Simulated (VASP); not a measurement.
# InAs (Fm-3m) in VASP: a series of runs

Runs on InAs. Level: PBEsol. Tasks: single point.

Program: VASP 6.6.1. These are calculated values, not measurements. Logs are shortened: lines on timing, memory, paths and dates and some standing lists are left out, and cuts for length are marked.

**1. The cell of the first run**

Symmetry: Fm-3m, No. 225, cubic system. Conventional cell: a = 5.755 Å, b = 5.755 Å, c = 5.755 Å, α = 90.00°, β = 90.00°, γ = 90.00°. In (site symmetry m-3m) has 6 As at 2.88 Å within 3.8 Å. As (site symmetry m-3m) has 6 In at 2.88 Å within 3.8 Å.

**2. Single point, PBEsol**

Contents of INCAR:

```
PREC = Accurate
ENCUT = 500
EDIFF = 1E-6
ISMEAR = -1
SIGMA = 0.05
LREAL = False
LASPH = True
NELM = 120
ALGO = Normal
ISIF = 2
LWAVE = False
LCHARG = True
GGA = PS
LELF = True
LVHAR = True
NBANDS = 16
GGA_COMPAT = False
```

Contents of KPOINTS:

```
Automatic mesh
0
Gamma
  2 2 2
```

Contents of POSCAR:

```
InAs
1.0
    4.0691220000      0.0000000000      0.0000000000
    2.0345610000      3.5239630231      0.0000000000
    2.0345610000      1.1746543410      3.3224242004
In As
1 1
Direct
    0.5000000000      0.5000000000      0.5000000000
    0.0000000000      0.0000000000      0.0000000000
```

Potentials or basis: VASP PAW PBE potentials, release 64 (In_d, As).

On the command line:

```console
$ cat potpaw_PBE.64/In_d/POTCAR potpaw_PBE.64/As/POTCAR > POTCAR
$ mpirun -np 1 vasp_std > vasp.out
```

OUTCAR:

```text
PREC = Accurate
   ENCUT = 500
   EDIFF = 1E-6
   ISMEAR = -1
   LREAL = False
   LASPH = True
   NELM = 120
   ISIF = 2
   GGA = PS

 ion  position               nearest neighbor table
   1  0.500  0.500  0.500-   2 2.88   2 2.88   2 2.88   2 2.88   2 2.88   2 2.88
   2  0.000  0.000  0.000-   1 2.88   1 2.88   1 2.88   1 2.88   1 2.88   1 2.88

  LATTYP: Found a face centered cubic cell.
 ALAT       =     5.7546075194

  Lattice vectors:

 A1 = (   4.0691220000,   0.0000000000,   0.0000000000)
 A2 = (   2.0345610000,   3.5239630231,   0.0000000000)
 A3 = (   2.0345610000,   1.1746543410,   3.3224242004)

Analysis of symmetry for initial positions (statically):
=====================================================================
 Subroutine PRICEL returns:
 Original cell was already a primitive cell.

 Routine SETGRP: Setting up the symmetry group for a
 face centered cubic supercell.

 Subroutine GETGRP returns: Found 48 space group operations
[... 9 lines left out ...]

 Routine SETGRP: Setting up the symmetry group for a
 face centered cubic supercell.

 Subroutine GETGRP returns: Found 48 space group operations
[... 11 lines left out ...]
                                     Primitive cell

  volume of cell :      47.6417

  direct lattice vectors                    reciprocal lattice vectors
     4.069122000  0.000000000  0.000000000     0.245753261 -0.141885711 -0.100328349
     2.034561000  3.523963023  0.000000000     0.000000000  0.283771423 -0.100328349
     2.034561000  1.174654341  3.322424200     0.000000000  0.000000000  0.300985046

  length of vectors
     4.069122000  4.069122000  4.069122000     0.300985046  0.300985046  0.300985046

  position of ions in fractional coordinates (direct lattice)
     0.500000000  0.500000000  0.500000000
     0.000000000  0.000000000  0.000000000

  ion indices of the primitive-cell ions
   primitive index   ion index
                 1           1
                 2           2

----------------------------------------------------------------------------------------

 KPOINTS: Automatic mesh

Automatic generation of k-mesh.
 Grid dimensions read from file:
 generate k-points for:    2    2    2

 Generating k-lattice:

  Cartesian coordinates                     Fractional coordinates (reciprocal lattice)
     0.122876630 -0.070942856 -0.050164174     0.500000000  0.000000000 -0.000000000
     0.000000000  0.141885711 -0.050164174     0.000000000  0.500000000  0.000000000
     0.000000000  0.000000000  0.150492523     0.000000000  0.000000000  0.500000000

  Length of vectors
     0.150492523  0.150492523  0.150492523

  Shift w.r.t. Gamma in fractional coordinates (k-lattice)
     0.000000000  0.000000000  0.000000000

 Subroutine IBZKPT returns following result:
 ===========================================

 Found      3 irreducible k-points:

 Following reciprocal coordinates:
            Coordinates               Weight
  0.000000  0.000000  0.000000      1.000000
  0.500000  0.000000  0.000000      4.000000
  0.500000  0.500000  0.000000      3.000000
   k-points           NKPTS =      3   k-points in BZ     NKDIM =      3   number of bands    NBANDS=     16
   number of dos      NEDOS =    301   number of ions     NIONS =      2
   total plane-waves  NPLWV =  27000
   dimension x,y,z NGX =    30 NGY =   30 NGZ =   30
   dimension x,y,z NGXF=    60 NGYF=   60 NGZF=   60
   ions per type =               1   1
   NGX,Y,Z   is equivalent  to a cutoff of  12.26, 12.26, 12.26 a.u.
   NGXF,Y,Z  is equivalent  to a cutoff of  24.51, 24.51, 24.51 a.u.
 SYSTEM =  unknown system
   PREC   = accura    normal or accurate (medium, high low for compatibility)
   ISTART =      0    job   : 0-new  1-cont  2-samecut
   ICHARG =      2    charge: 1-file 2-atom 10-const
   ISPIN  =      1    spin polarized calculation?
   LNONCOLLINEAR =      F non collinear calculations
   LSORBIT =      F    spin-orbit coupling
   LASPH  =      T    aspherical Exc in radial PAW
   ENCUT  =  500.0 eV  36.75 Ry    6.06 a.u.   7.42  7.42  7.42*2*pi/ulx,y,z
   NELM   =    120;   NELMIN=  2; NELMDL= -5     # of ELM steps
   EDIFF  = 0.1E-05   stopping-criterion for ELM
   LREAL  =      F    real-space projection
   EDIFFG = 0.1E-04   stopping-criterion for IOM
   NSW    =      0    number of steps for IOM
   IBRION =     -1    ionic relax: 0-MD 1-quasi-New 2-CG
   NFREE  =      0    steps in history (QN), initial steepest desc. (CG)
   ISIF   =      2    stress and relaxation
   ISYM   =      2    0-nonsym 1-usesym 2-fastsym
   POTIM  = 0.5000    time-step for ionic-motion
   TEBEG  =    0.0;   TEEND  =   0.0 temperature during run
   PSTRESS=    0.0 pullay stress
   NELECT =      18.0000    total number of electrons
   NUPDOWN=      -1.0000    fix difference up-down
   EMIN   =  10.00;   EMAX   =-10.00  energy-range for DOS
   EFERMI =   0.00;   METHOD = LEGACY
   ISMEAR =    -1;   SIGMA  =   0.05  broadening in eV -4-tet -1-fermi 0-gaus
   EFERMI_NEDOS =   21; number of points for ismear=-14 and -15
   IALGO  =     38    algorithm
   IMIX   =      4    mixing-type and parameters
     AMIX     =   0.40;   BMIX     =  1.00
     AMIX_MAG =   1.60;   BMIX_MAG =  1.00
  volume/ion in A,a.u.               =      23.82       160.75
  Fermi-wavevector in a.u.,A,eV,Ry     =   1.183505  2.236499 19.057451  1.400683
  Thomas-Fermi vector in A             =   2.319738
   LORBIT       =      0    0 simple, 1 ext, 2 COOP (PROOUT), +10 PAW based schemes
   GGA     = PS    functional components
   LHFCALC =     F    Hartree Fock is set to
   AEXX    =    0.0000 exact exchange contribution
   IVDW    =     0    specifies the selected vdW correction
   LEPSILON=     F    determine dielectric tensor
   LRPA    =     F    only Hartree local field effects (RPA)
 non-spin polarized calculation
  energy-cutoff  :      500.00
  volume of cell :       47.64
 maximum number of plane-waves:      1243
 NGX is ok and might be reduce to    30
   NGX = 15   NGY = 15   NGZ = 15

 number of electron      18.0000002 magnetization

 Free energy of the ion-electron system (eV)
  ---------------------------------------------------
  ext. energy  EPLUGINS =         0.00000000
  ---------------------------------------------------
  free energy    TOTEN  =        -6.71842802 eV

  energy without entropy =       -6.64899344  energy(sigma->0) =       -6.68371073

 E-fermi :   6.1840     XC(G=0): -10.1654

 val. band max:        6.1839451414   @ k =   0.5000   0.0000   0.0000
 cond. band min:       7.9408085672   @ k =   0.5000   0.0000   0.0000
 fundamental gap:      1.7568634258
 Fermi energy:         6.1839718641

 k-point     1 :       0.0000    0.0000    0.0000
  band No.  band energies     occupation
      1      -8.3209      2.00000
      2      -8.3209      2.00000
      3      -8.3117      2.00000
      4      -8.3117      2.00000
      5      -8.3117      2.00000
      6      -6.1363      2.00000
[... 8 lines left out ...]
     15      13.2828      0.00000
     16      13.2828      0.00000

 k-point     2 :       0.5000    0.0000    0.0000
  band No.  band energies     occupation
      1      -8.3725      2.00000
      2      -8.3725      2.00000
      3      -8.3183      2.00000
      4      -8.2533      2.00000
      5      -8.2533      2.00000
      6      -4.3961      2.00000
[... 8 lines left out ...]
     15      17.6963      0.00000
     16      17.6963      0.00000

 k-point     3 :       0.5000    0.5000    0.0000
  band No.  band energies     occupation
      1      -8.5835      2.00000
      2      -8.3501      2.00000
      3      -8.2870      2.00000
      4      -8.2305      2.00000
      5      -8.2305      2.00000
      6      -3.5012      2.00000
[... 8 lines left out ...]
     15      18.9497      0.00000
     16      20.2976      0.00000

------------------------ aborting loop because EDIFF is reached ----------------------------------------

  FORCE on cell =-STRESS in cart. coord.  units (eV):
  Direction    XX          YY          ZZ          XY          YZ          ZX
  --------------------------------------------------------------------------------------
  -------------------------------------------------------------------------------------
  Total        2.4632317      2.4632317      2.4632317      0.0000000     -0.0000000      0.0000000
  in kB       82.8378304     82.8378304     82.8378304      0.0000000     -0.0000000      0.0000000
  external PRESSURE =      82.8378304 kB  Pullay stress =       0.0000000 kB

 VOLUME and BASIS-vectors are now :
 -----------------------------------------------------------------------------
  energy-cutoff  :      500.00
  volume of cell :       47.64
      direct lattice vectors                 reciprocal lattice vectors
     4.069122000  0.000000000  0.000000000     0.245753261 -0.141885711 -0.100328349
     2.034561000  3.523963023  0.000000000     0.000000000  0.283771423 -0.100328349
     2.034561000  1.174654341  3.322424200     0.000000000  0.000000000  0.300985046

 POSITION                                       TOTAL-FORCE (eV/Angst)
 -----------------------------------------------------------------------------------
      4.06912      2.34931      1.66121         0.000000     -0.000000      0.000000
      0.00000      0.00000      0.00000        -0.000000      0.000000      0.000000
 -----------------------------------------------------------------------------------
    total drift:                                0.000000      0.000000     -0.000000

  FREE ENERGIE OF THE ION-ELECTRON SYSTEM (eV)
  ---------------------------------------------------
  free  energy   TOTEN  =        -6.7184280214 eV

  energy  without entropy=       -6.6489934410  energy(sigma->0) =       -6.68371073
```

Wall time 5 s (1 thread of Intel Xeon Platinum 8488C (Sapphire Rapids), shared host); peak memory 0.15 GiB.

What came out:

```
Free energy            : -6.7184 eV
Pressure               : 8.3 GPa
Band gap on the k mesh : zero (band 9 reaches 6.18 eV, above the bottom of band 10 at 3.69 eV)
```

Caveat: the k points lie up to 0.95 Å⁻¹ apart; the PAW data sets were made with another functional, which shifts forces and pressure a little; spin-orbit coupling is left out, which moves the levels of the heavy elements.

**3. Single point, PBEsol**

Contents of INCAR:

```
SYSTEM = InAs
PREC = Accurate
ENCUT = 500
EDIFF = 1E-6
ISMEAR = -1
SIGMA = 0.05
LREAL = .False.
LASPH = .True.
NELM = 120
ALGO = Normal
ISIF = 2
LWAVE = .False.
LCHARG = .False.
GGA = PS
NBANDS = 16
GGA_COMPAT = .False.
```

Contents of KPOINTS:

```
Automatic mesh
0
Gamma
  3 3 3
  0 0 0
```

POSCAR is that of step 2.

Potentials or basis: VASP PAW PBE potentials, release 64 (In_d, As).

On the command line:

```console
$ cat potpaw_PBE.64/In_d/POTCAR potpaw_PBE.64/As/POTCAR > POTCAR
$ mpirun -np 1 vasp_std > vasp.out
```

OUTCAR:

```text
SYSTEM = InAs
   PREC = Accurate
   ENCUT = 500
   EDIFF = 1E-6
   ISMEAR = -1
   LREAL = .False.
   LASPH = .True.
   NELM = 120
   ISIF = 2
   GGA = PS

 ion  position               nearest neighbor table
   1  0.500  0.500  0.500-   2 2.88   2 2.88   2 2.88   2 2.88   2 2.88   2 2.88
   2  0.000  0.000  0.000-   1 2.88   1 2.88   1 2.88   1 2.88   1 2.88   1 2.88

  LATTYP: Found a face centered cubic cell.
 ALAT       =     5.7546075194

  Lattice vectors:

[... 238 lines left out ...]
     16      17.7572      0.00000

------------------------ aborting loop because EDIFF is reached ----------------------------------------

  FORCE on cell =-STRESS in cart. coord.  units (eV):
  Direction    XX          YY          ZZ          XY          YZ          ZX
  --------------------------------------------------------------------------------------
  -------------------------------------------------------------------------------------
  Total       -0.1140765     -0.1140765     -0.1140765     -0.0000000      0.0000000     -0.0000000
  in kB       -3.8363638     -3.8363638     -3.8363638     -0.0000000      0.0000000     -0.0000000
  external PRESSURE =      -3.8363638 kB  Pullay stress =       0.0000000 kB

 VOLUME and BASIS-vectors are now :
 -----------------------------------------------------------------------------
  energy-cutoff  :      500.00
  volume of cell :       47.64
      direct lattice vectors                 reciprocal lattice vectors
     4.069122000  0.000000000  0.000000000     0.245753261 -0.141885711 -0.100328349
     2.034561000  3.523963023  0.000000000     0.000000000  0.283771423 -0.100328349
     2.034561000  1.174654341  3.322424200     0.000000000  0.000000000  0.300985046

 POSITION                                       TOTAL-FORCE (eV/Angst)
 -----------------------------------------------------------------------------------
      4.06912      2.34931      1.66121        -0.000000      0.000000      0.000000
      0.00000      0.00000      0.00000         0.000000     -0.000000      0.000000
 -----------------------------------------------------------------------------------
    total drift:                                0.000000      0.000000     -0.000000

  FREE ENERGIE OF THE ION-ELECTRON SYSTEM (eV)
  ---------------------------------------------------
  free  energy   TOTEN  =        -7.6040387261 eV

  energy  without entropy=       -7.5628727710  energy(sigma->0) =       -7.58345575
```

It took 5 s on 1 thread of Intel Xeon Platinum 8488C (Sapphire Rapids), shared host; peak memory 0.16 GiB.

Results:

```
Free energy            : -7.6040 eV
Pressure               : -0.4 GPa
Band gap on the k mesh : zero (band 9 reaches 5.89 eV, above the bottom of band 10 at 4.66 eV)
```

Caveat: the k points lie up to 0.63 Å⁻¹ apart; the PAW data sets were made with another functional, which shifts forces and pressure a little; spin-orbit coupling is left out, which moves the levels of the heavy elements.

**4. Single point, PBEsol**

INCAR is that of step 3.

Contents of KPOINTS:

```
regular mesh
0
Gamma
  4 4 4
  0 0 0
```

POSCAR is that of step 3.

On the command line:

```console
$ cat potpaw_PBE.64/In_d/POTCAR potpaw_PBE.64/As/POTCAR > POTCAR
$ mpirun -np 1 vasp_std > vasp.out
```

It took 7.3 s on 1 thread of Intel Xeon Platinum 8488C (Sapphire Rapids), shared host; peak memory 0.16 GiB.

Results (log left out):

```yaml
Free_energy: -7.8505 eV
Pressure: -2.3 GPa
Band_gap_on_the_k_mesh: zero (band 9 reaches 6.06 eV, above the bottom of band 10 at 3.60 eV)
```

Levels at points of the mesh, in eV from the Fermi level:
| k point | band 5 | band 6 | band 7 | band 8 | band 9 | band 10 | band 11 | band 12 | band 13 | band 14 |
| --- | --- | --- | --- | --- | --- | --- | --- | --- | --- | --- |
| (0.00, 0.00, 0.00) | -14.48 | -12.21 | -0.85 | -0.28 | -0.28 | -0.28 | 6.99 | 6.99 | 6.99 | 7.25 |
| (0.50, 0.00, 0.00) | -14.42 | -10.49 | -6.71 | 0.11 | 0.11 | 1.91 | 3.05 | 3.05 | 4.21 | 10.43 |
| (0.50, 0.50, 0.00) | -14.40 | -9.62 | -4.86 | -3.17 | -2.35 | -2.35 | 3.65 | 9.00 | 9.00 | 9.86 |

Caveat: the k points lie up to 0.47 Å⁻¹ apart; the PAW data sets were made with another functional, which shifts forces and pressure a little; spin-orbit coupling is left out, which moves the levels of the heavy elements.

**5. Single point, PBEsol**

Contents of INCAR:

```
SYSTEM = InAs
ALGO = Normal
EDIFF = 1E-6
ENCUT = 500
GGA = PS
GGA_COMPAT = .False.
ISIF = 2
ISMEAR = -1
LASPH = .True.
LCHARG = .False.
LREAL = .False.
LWAVE = .False.
NBANDS = 16
NELM = 120
PREC = Accurate
SIGMA = 0.05
```

Contents of KPOINTS:

```
k-points
0
Gamma
  5 5 5
  0 0 0
```

POSCAR is that of step 4.

On the command line:

```console
$ cat potpaw_PBE.64/In_d/POTCAR potpaw_PBE.64/As/POTCAR > POTCAR
$ mpirun -np 1 vasp_std > vasp.out
```

Wall time 9.3 s (1 thread of Intel Xeon Platinum 8488C (Sapphire Rapids), shared host); peak memory 0.16 GiB.

Results (log left out):

```
Free energy            : -8.1664 eV
Pressure               : -3.0 GPa
Band gap on the k mesh : zero (band 9 reaches 6.16 eV, above the bottom of band 10 at 3.72 eV)
```

Levels at points of the mesh, in eV from the Fermi level:
```csv
k point,band 6,band 7,band 8,band 9,band 10,band 11,band 12,band 13
"(0.00, 0.00, 0.00)",-12.26,-0.87,-0.33,-0.33,-0.33,6.98,6.98,6.98
```

Caveat: the k points lie up to 0.38 Å⁻¹ apart; the PAW data sets were made with another functional, which shifts forces and pressure a little; spin-orbit coupling is left out, which moves the levels of the heavy elements.

**6. Single point, PBEsol**

Contents of INCAR:

```
SYSTEM = InAs
ALGO = Normal
EDIFF = 1E-6
ENCUT = 500
GGA = PS
GGA_COMPAT = .FALSE.
ISIF = 2
ISMEAR = -1
LASPH = .TRUE.
LCHARG = .TRUE.
LELF = .TRUE.
LREAL = .FALSE.
LVHAR = .TRUE.
LWAVE = .FALSE.
NBANDS = 16
NELM = 120
PREC = Accurate
SIGMA = 0.05
```

Contents of KPOINTS:

```
k-points
0
G
  7 7 7
  0 0 0
```

POSCAR is that of step 5.

Potentials or basis: VASP PAW PBE potentials, release 64 (In_d, As).

On the command line:

```console
$ cat potpaw_PBE.64/In_d/POTCAR potpaw_PBE.64/As/POTCAR > POTCAR
$ mpirun -np 1 vasp_std > vasp.out
```

It took 15 s on 1 thread of Intel Xeon Platinum 8488C (Sapphire Rapids), shared host; peak memory 0.17 GiB.

The run converged. Its results:

```yaml
Free_energy: -8.2059 eV
Pressure: -3.3 GPa
Band_gap_on_the_k_mesh: zero (band 9 reaches 6.09 eV, above the bottom of band 10 at 3.62 eV)
```

Levels at points of the mesh, in eV from the Fermi level:
| k point | band 7 | band 8 | band 9 | band 10 | band 11 | band 12 |
| --- | --- | --- | --- | --- | --- | --- |
| (0.00, 0.00, 0.00) | -0.80 | -0.28 | -0.28 | -0.28 | 7.06 | 7.06 |

Caveat: the PAW data sets were made with another functional, which shifts forces and pressure a little; spin-orbit coupling is left out, which moves the levels of the heavy elements.

**7. Single point, PBEsol**

Contents of INCAR:

```
SYSTEM = InAs
PREC     = Accurate       ! precision mode
ENCUT    = 500            ! plane-wave cutoff, eV
EDIFF    = 1E-6           ! SCF threshold, eV
ISMEAR   = -1             ! smearing method
SIGMA    = 0.05           ! smearing width, eV
LREAL    = .FALSE.        ! projectors in reciprocal space
LASPH    = .TRUE.         ! aspherical terms in the spheres
NELM     = 120            ! most SCF steps
ALGO     = Normal         ! electronic algorithm
ISIF     = 2              ! what is computed and relaxed
LWAVE    = .FALSE.        ! write WAVECAR
LCHARG   = .TRUE.         ! write CHGCAR
GGA      = PS             ! functional
LELF     = .TRUE.         ! ELF
LVHAR    = .TRUE.       
NBANDS   = 16             ! bands
GGA_COMPAT= .FALSE.
```

Contents of KPOINTS:

```
regular mesh
0
G
  8 8 8
  0 0 0
```

POSCAR is that of step 6.

On the command line:

```console
$ cat potpaw_PBE.64/In_d/POTCAR potpaw_PBE.64/As/POTCAR > POTCAR
$ mpirun -np 1 vasp_std > vasp.out
```

Run time: 18 s. Hardware: 1 thread of Intel Xeon Platinum 8488C (Sapphire Rapids), shared host; peak memory 0.17 GiB.

It converged, with:

| Property | Result |
| --- | --- |
| Free energy | -8.1881 eV |
| Pressure | -3.1 GPa |
| Band gap on the k mesh | zero (band 9 reaches 6.13 eV, above the bottom of band 10 at 3.54 eV) |

Levels at points of the mesh, in eV from the Fermi level:
| k point | band 7 | band 8 | band 9 | band 10 | band 11 | band 12 |
| --- | --- | --- | --- | --- | --- | --- |
| (0.00, 0.00, 0.00) | -0.72 | -0.20 | -0.20 | -0.20 | 7.14 | 7.14 |
| (0.50, 0.00, 0.00) | -6.54 | 0.18 | 0.18 | 2.05 | 3.24 | 3.24 |
| (0.50, 0.50, 0.00) | -4.73 | -2.97 | -2.24 | -2.24 | 3.80 | 9.14 |

Caveat: the PAW data sets were made with another functional, which shifts forces and pressure a little; spin-orbit coupling is left out, which moves the levels of the heavy elements.

**8. Overview**

| k mesh | gap on the mesh (eV) | pressure (GPa) |
| --- | --- | --- |
| 2 × 2 × 2 | none | 8.3 |
| 3 × 3 × 3 | none | -0.4 |
| 4 × 4 × 4 | none | -2.3 |
| 5 × 5 × 5 | none | -3.0 |
| 7 × 7 × 7 | none | -3.3 |
| 8 × 8 × 8 | none | -3.1 |

Alike in all rows: task single point; level PBEsol; potentials or basis VASP PAW PBE potentials, release 64 (In_d, As); no spin polarisation; cell as given; cutoff (eV) 500; smearing fermi-dirac 0.05 eV.

Caveats: some runs use coarse meshes; the PAW data sets were made with another functional, which shifts forces and pressure a little; spin-orbit coupling is left out, which moves the levels of the heavy elements.

Absolute energies hang on the potentials; compare differences alone.
